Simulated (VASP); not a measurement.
# Zn2CdTe3 (P3m1) in VASP: a series of runs, part 2 of 2

VASP 6.6.1. The steps go on from the part before.

## 4. Relaxation of shape and atoms at fixed volume, PBE (34.86 Å³/atom)

This run uses another cell than the first one, of 34.86 Å³/atom.

File INCAR:

```
SYSTEM = Zn2CdTe3
PREC = Accurate ; ENCUT = 600
EDIFF = 1E-7 ; ISMEAR = 0
SIGMA = 0.02 ; LREAL = .False.
LASPH = .True. ; NELM = 80
ALGO = Normal ; ISIF = 4
LWAVE = .False. ; LCHARG = .False.
GGA = PE ; IBRION = 2
NSW = 50 ; EDIFFG = -0.01
```

File KPOINTS:

```
regular mesh
0
Gamma
  6 6 4
  0 0 0
```

File POSCAR:

```
Zn2CdTe3
1.0
    4.6150287587      0.0000000000      0.0000000000
   -2.3075143793      3.9967321442      0.0000000000
    0.0000000000      0.0000000000     11.3387571281
Zn Cd Te
2 1 3
Direct
    0.3333333333      0.6666666667      0.6603168259
    0.6666666667      0.3333333333      0.3398615732
    0.0000000000      0.0000000000      0.9976775678
    0.0000000000      0.0000000000      0.7380875075
    0.3333333333      0.6666666667      0.4170225581
    0.6666666667      0.3333333333      0.0970339676
```

Potentials or basis: VASP PAW PBE potentials, release 64 (Zn, Cd, Te).

Started as:

```console
$ cat potpaw_PBE.64/Zn/POTCAR potpaw_PBE.64/Cd/POTCAR potpaw_PBE.64/Te/POTCAR > POTCAR
$ mpirun -np 1 vasp_std > vasp.out
```

OUTCAR:

```text
SYSTEM = Zn2CdTe3
   PREC = Accurate
   ENCUT = 600
   EDIFF = 1E-7
   ISMEAR = 0
   LREAL = .False.
   LASPH = .True.
   NELM = 80
   ISIF = 4
   GGA = PE
   IBRION = 2
   NSW = 50
   EDIFFG = -0.01

 ion  position               nearest neighbor table
   1  0.333  0.667  0.660-   5 2.76   4 2.81   4 2.81   4 2.81
   2  0.667  0.333  0.340-   6 2.75   5 2.80   5 2.80   5 2.80
   3  0.000  0.000  0.998-   6 2.89   6 2.89   6 2.89   4 2.94
   4  0.000  0.000  0.738-   1 2.81   1 2.81   1 2.81   3 2.94
   5  0.333  0.667  0.417-   1 2.76   2 2.80   2 2.80   2 2.80
   6  0.667  0.333  0.097-   2 2.75   3 2.89   3 2.89   3 2.89

  LATTYP: Found a hexagonal cell.
 ALAT       =     4.6150287587
 C/A-ratio  =     2.4569201452

  Lattice vectors:

 A1 = (   4.6150287587,   0.0000000000,   0.0000000000)
 A2 = (  -2.3075143793,   3.9967321442,   0.0000000000)
 A3 = (   0.0000000000,   0.0000000000,  11.3387571281)

Analysis of symmetry for initial positions (statically):
=====================================================================
 Subroutine PRICEL returns:
 Original cell was already a primitive cell.

 Routine SETGRP: Setting up the symmetry group for a
 hexagonal supercell.

[... 163 lines left out ...]
   NGX = 19   NGY = 19   NGZ = 45

--------------------------------------- Ionic step        1  -------------------------------------------

 number of electron      53.9999998 magnetization

 Free energy of the ion-electron system (eV)
  ---------------------------------------------------
  ext. energy  EPLUGINS =         0.00000000
  ---------------------------------------------------
  free energy    TOTEN  =       -14.88916266 eV

  energy without entropy =      -14.88916266  energy(sigma->0) =      -14.88916266

------------------------ aborting loop because EDIFF is reached ----------------------------------------

  FORCE on cell =-STRESS in cart. coord.  units (eV):
  Direction    XX          YY          ZZ          XY          YZ          ZX
  --------------------------------------------------------------------------------------
  -------------------------------------------------------------------------------------
  Total       -3.8929003     -3.8929003     -3.9706594     -0.0000000      0.0000000     -0.0000000
  in kB      -29.8221503    -29.8221503    -30.4178358     -0.0000000      0.0000000     -0.0000000
  external PRESSURE =     -30.0207121 kB  Pullay stress =       0.0000000 kB
[... 147 lines left out ...]
--------------------------------------- Ionic step        5  -------------------------------------------

 number of electron      54.0000000 magnetization

 Free energy of the ion-electron system (eV)
  ---------------------------------------------------
  ext. energy  EPLUGINS =         0.00000000
  ---------------------------------------------------
  free energy    TOTEN  =       -14.88945391 eV

  energy without entropy =      -14.88945391  energy(sigma->0) =      -14.88945391

 E-fermi :   1.8012     XC(G=0):  -8.2060

 val. band max:        1.6975406883   @ k =   0.0000   0.0000   0.0000
 cond. band min:       2.1086004622   @ k =   0.0000   0.0000   0.0000
 fundamental gap:      0.4110597739
 Fermi energy:         1.8011973754

 k-point     1 :       0.0000    0.0000    0.0000
  band No.  band energies     occupation
      1      -9.1606      2.00000
      2      -8.8029      2.00000
      3      -8.7079      2.00000
      4      -6.2802      2.00000
      5      -6.2802      2.00000
      6      -6.1423      2.00000
[... 862 lines left out ...]
  FREE ENERGIE OF THE ION-ELECTRON SYSTEM (eV)
  ---------------------------------------------------
  free  energy   TOTEN  =       -14.8894539111 eV

  energy  without entropy=      -14.8894539111  energy(sigma->0) =      -14.88945391

 reached required accuracy - stopping structural energy minimisation
```

OSZICAR:

```text
N       E                     dE             d eps       ncg     rms          rms(c)
DAV:   1     0.377336049406E+03    0.37734E+03   -0.25526E+04  1536   0.179E+03
DAV:   2     0.174146066218E+02   -0.35992E+03   -0.35349E+03  1608   0.388E+02
[... 39 lines left out ...]
       N       E                     dE             d eps       ncg     rms          rms(c)
DAV:   1    -0.148894636361E+02   -0.24697E-04   -0.32240E-02  1536   0.836E-01    0.465E-02
DAV:   2    -0.148894640569E+02   -0.42084E-06   -0.24207E-04  1888   0.121E-01    0.195E-02
DAV:   3    -0.148894565738E+02    0.74831E-05   -0.88247E-06  1808   0.242E-02    0.112E-02
DAV:   4    -0.148894537619E+02    0.28119E-05   -0.44511E-06  1856   0.195E-02    0.239E-03
DAV:   5    -0.148894539085E+02   -0.14664E-06   -0.18622E-06  1808   0.109E-02    0.203E-03
DAV:   6    -0.148894539111E+02   -0.25075E-08   -0.30531E-08   960   0.111E-03
   5 F= -.14889454E+02 E0= -.14889454E+02  d E =-.428920E-04
```

CONTCAR:

```text
Zn2CdTe3
   1.00000000000000
     4.6168701293178325   -0.0000000000110082   -0.0000000000000000
    -2.3084350646184295    3.9983268179497431   -0.0000000000000000
     0.0000000000000000    0.0000000000000000   11.3297143393289179
  Zn              Cd              Te
     2     1     3
Direct
     0.3333333332999970    0.6666666667000030    0.6601205269849166
     0.6666666667000030    0.3333333332999970    0.3394805607474353
     1.0000000000000000    0.0000000000000000    0.9983492813151080
     1.0000000000000000    0.0000000000000000    0.7382189588202740
     0.3333333332999970    0.6666666667000030    0.4171561781132397
     0.6666666667000030    0.3333333332999970    0.0966744941190141

  0.00000000E+00  0.00000000E+00  0.00000000E+00
  0.00000000E+00  0.00000000E+00  0.00000000E+00
  0.00000000E+00  0.00000000E+00  0.00000000E+00
  0.00000000E+00  0.00000000E+00  0.00000000E+00
  0.00000000E+00  0.00000000E+00  0.00000000E+00
  0.00000000E+00  0.00000000E+00  0.00000000E+00
```

Run time: 6.1 min. Hardware: 1 thread of Intel Xeon 6975P-C (Granite Rapids), shared host; peak memory 0.53 GiB.

What came out:

| Item | Value |
| --- | --- |
| Free energy | -14.8895 eV |
| Energy gained by relaxing | 0.0 meV/atom |
| Ionic steps | 5 |
| Pressure after relaxing | -3.0 GPa |
| Largest force after relaxing | 0.007 eV/Å |
| Band gap on the k mesh | 0.41 eV |

Forces in eV/Å, atoms in the order of the input:
```
Zn   0.000  0.000  0.003
Zn   0.000  0.000 -0.004
Cd   0.000  0.000 -0.002
Te   0.000  0.000  0.006
Te   0.000  0.000 -0.007
Te   0.000  0.000  0.004
```

Step by step:
```csv
step,energy change (eV),largest force (eV/Å),pressure (GPa),volume (Å³)
1,0.0000,0.0351,-3.00,209.14
2,-0.0001,0.0270,-3.00,209.14
3,-0.0002,0.0125,-2.99,209.14
4,-0.0003,0.0101,-2.99,209.14
5,-0.0003,0.0066,-2.99,209.14
```

Final structure:
```
Zn Cd Te
1.0
     4.61687    0.00000    0.00000
    -2.30844    3.99833    0.00000
     0.00000    0.00000   11.32971
Zn Cd Te
2 1 3
Direct
  0.33333 0.66667 0.66012
  0.66667 0.33333 0.33948
  0.00000 0.00000 0.99835
  0.00000 0.00000 0.73822
  0.33333 0.66667 0.41716
  0.66667 0.33333 0.09667
```

Levels at points of the mesh, in eV from the valence-band top:
```tsv
k point	band 23	band 24	band 25	band 26	band 27	band 28	band 29	band 30	band 31	band 32
(0.00, 0.00, 0.00)	-0.49	-0.49	-0.09	0.00	0.00	0.41	1.41	1.99	4.47	4.47
(0.50, 0.00, 0.00)	-1.67	-1.59	-1.51	-1.05	-0.86	2.31	2.41	2.54	2.83	4.65
(0.00, 0.00, 0.50)	-0.76	-0.33	-0.33	-0.11	-0.11	1.35	1.40	2.01	4.35	4.67
(0.50, 0.00, 0.50)	-1.95	-1.58	-1.34	-0.73	-0.66	1.54	2.47	2.88	3.56	3.71
```

Caveat: semilocal functionals underestimate gaps, and a narrow one can read as zero; spin-orbit coupling is left out, which moves the levels of the heavy elements.

## 5. Summary

```csv
task,cell,cutoff (eV),gap on the mesh (eV),pressure (GPa),largest force (eV/Å)
single point,"a = 4.467, b = 4.467, c = 11.001 Å, angles 90.0, 90.0, 120.0°, 6 atoms, atomic positions A",520,0.71,0.1,0.01
relaxation of shape and atoms at fixed volume,"relaxed from a = 4.557, b = 4.557, c = 11.208 Å, angles 90.0, 90.0, 120.0°, 6 atoms, atomic positions B",600,0.52,-2.0,0.01
relaxation of shape and atoms at fixed volume,"relaxed from a = 4.615, b = 4.615, c = 11.339 Å, angles 90.0, 90.0, 120.0°, 6 atoms, atomic positions C",600,0.41,-3.0,0.01
```

Alike in all rows: level PBE; potentials or basis VASP PAW PBE potentials, release 64 (Zn, Cd, Te); no spin polarisation; k mesh 6 × 6 × 4; smearing gaussian 0.02 eV.

Caveats: semilocal functionals underestimate gaps, and a narrow one can read as zero; spin-orbit coupling is left out, which moves the levels of the heavy elements.

Total energies depend on the potentials used, so only differences within one code and one set of settings carry meaning.
